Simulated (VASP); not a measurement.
# PtSe: single point with r2SCAN

Crystal: PtSe.

```xyz
2
Lattice="3.6378 0.0000 0.0000 -1.8189 3.1505 0.0000 0.0000 0.0000 3.2788" Properties=species:S:1:pos:R:3 pbc="T T T"
Pt    0.0000    0.0000    0.0000
Se    1.8189    1.0502    1.6394
```

```
Program                : VASP 6.6.1
Task                   : single point
Functional             : r2SCAN
Potentials or basis    : VASP PAW PBE potentials, release 64 (Pt, Se)
Cutoff                 : 520 eV
k mesh                 : 8 × 8 × 7
Occupations            : fermi-dirac, width 0.05 eV
Spin                   : no spin polarisation
Dipole correction      : no
Further INCAR settings : ALGO = Normal; EDIFF = 1e-06; NBANDS = 15
```

* Pressure: 0.1 GPa
* Band gap on the k mesh: zero (band 8 reaches 8.26 eV, above the bottom of band 9 at 7.41 eV)

Levels at points of the mesh, in eV from the Fermi level:
| k point | band 6 | band 7 | band 8 | band 9 | band 10 | band 11 |
| --- | --- | --- | --- | --- | --- | --- |
| (0.00, 0.00, 0.00) | -2.56 | -1.84 | 0.65 | 0.65 | 0.71 | 7.64 |
| (0.50, 0.00, 0.00) | -2.74 | -2.04 | -1.70 | 1.66 | 3.39 | 7.22 |

Wall time 48 s on 1 thread of Intel(R) Xeon(R) Platinum 8488C (Sapphire Rapids), on a shared host, peak memory 0.17 GiB.

Caveat: the PAW data sets were made with another functional, which shifts forces and pressure a little; spin-orbit coupling is left out, which moves the levels of the heavy elements.
